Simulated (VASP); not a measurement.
A run of VASP 6.6.1:

Contents of INCAR:

```
SYSTEM = Pt
ALGO = Normal ; EDIFF = 1E-7
EDIFFG = -0.005 ; ENCUT = 600
GGA = PE ; IBRION = 2
ISIF = 3 ; ISMEAR = -1
LASPH = .TRUE. ; LCHARG = .FALSE.
LREAL = .FALSE. ; LWAVE = .FALSE.
NELM = 60 ; NSW = 60
PREC = Accurate ; PSTRESS = 2600.0
SIGMA = 0.05
```

The input KPOINTS:

```
k-points
0
G
  9 9 13
  0 0 0
```

The input POSCAR:

```
Pt
1.0
    3.9046052595      0.0000000000      0.0000000000
   -1.9523026297      3.3814873464      0.0000000000
    0.0000000000      0.0000000000      2.4208552609
Pt
3
Direct
    0.0000000000      0.0000000000      0.0000000000
    0.3333333333      0.6666666667      0.5000000000
    0.6666666667      0.3333333333      0.5000000000
```

Potentials or basis: VASP PAW PBE potentials, release 64 (Pt).

Command:

```sh
$ cat potpaw_PBE.64/Pt/POTCAR > POTCAR
$ mpirun -np 1 vasp_std > vasp.out
```

Hardware: 1 thread of Intel(R) Xeon(R) 6975P-C (Granite Rapids), on a shared host.

Estimate the wall time of this run.

It took 120 s on 1 thread of Intel(R) Xeon(R) 6975P-C (Granite Rapids) (shared host), peak memory 0.2 GiB. Counts: scf iterations 89, k points 84, ion steps 10.
